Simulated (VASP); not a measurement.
# Cu: single point with LDA

Crystal: Cu.

```
Cu
1.0
     0.00000    2.57445    2.57445
     2.57445    0.00000    2.57445
     2.57445    2.57445    0.00000
Cu
2
Direct
  0.12500 0.12500 0.12500
  0.87500 0.87500 0.87500
```

- Program: VASP 6.6.1
- Task: single point
- Functional: LDA
- Potentials or basis: VASP PAW LDA potentials, release 64 (Cu)
- Cutoff: 520 eV
- k mesh: 11 × 11 × 11
- Occupations: fermi-dirac, width 0.1 eV
- Spin: non-collinear spin, zero start, spin-orbit coupling
- Starting moments: [[0.0, 0.0, 0.0], [0.0, 0.0, 0.0]] μB
- Dipole correction: no
- Further INCAR settings: ALGO = Normal; EDIFF = 1e-06; NBANDS = 34

- Pressure: 0.3 GPa
- Net moment: 0.00 μB per cell
- Valence electrons inside the program's atomic spheres: Cu 10.03

Moments on the atoms (μB; x, y, z):
```
Cu  0.00 0.00 0.00
Cu  0.00 0.00 0.00
```

Wall time 60 s on 1 thread of Intel(R) Xeon(R) 6975P-C (Granite Rapids) (shared host), peak memory 0.24 GiB.
